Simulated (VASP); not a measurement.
Input of a VASP 6.6.1 run:

Contents of INCAR:

```
SYSTEM = Ca
PREC     = Accurate       ! precision mode
ENCUT    = 600            ! plane-wave cutoff, eV
EDIFF    = 1E-6           ! SCF threshold, eV
ISMEAR   = -1             ! smearing method
SIGMA    = 0.05           ! smearing width, eV
LREAL    = .False.        ! projectors in reciprocal space
LASPH    = .True.         ! aspherical terms in the spheres
NELM     = 60             ! most SCF steps
ALGO     = Normal         ! electronic algorithm
ISIF     = 3              ! what is computed and relaxed
LWAVE    = .False.        ! write WAVECAR
LCHARG   = .False.        ! write CHGCAR
GGA      = PS             ! functional
IBRION   = 2              ! ionic algorithm
NSW      = 80             ! ionic steps
EDIFFG   = -0.01          ! ionic threshold
PSTRESS  = 50.0
```

The input KPOINTS:

```
regular mesh
0
Gamma
  8 8 8
  0 0 0
```

File POSCAR:

```
Ca
1.0
   -2.2400000000      2.2400000000      2.2400000000
    2.2400000000     -2.2400000000      2.2400000000
    2.2400000000      2.2400000000     -2.2400000000
Ca
1
Direct
    0.0000000000      0.0000000000      0.0000000000
```

Potentials or basis: VASP PAW PBE potentials, release 64 (Ca_sv).

Run with:

```sh
$ cat potpaw_PBE.64/Ca_sv/POTCAR > POTCAR
$ mpirun -np 1 vasp_std > vasp.out
```

(1) Predict the band gap on the k mesh.

(2) Estimate the relaxed volume.

Answers

(1) zero (band 5 reaches 3.43 eV, above the bottom of band 6 at 2.73 eV).

(2) 32.77 Å³/atom.

Caveat: the cell is relaxed towards a set pressure, so the enthalpy falls and the energy may rise; the volume moved by over 15 % at a fixed basis, so the end points are rough; the PAW data sets were made with another functional, which shifts forces and pressure a little.
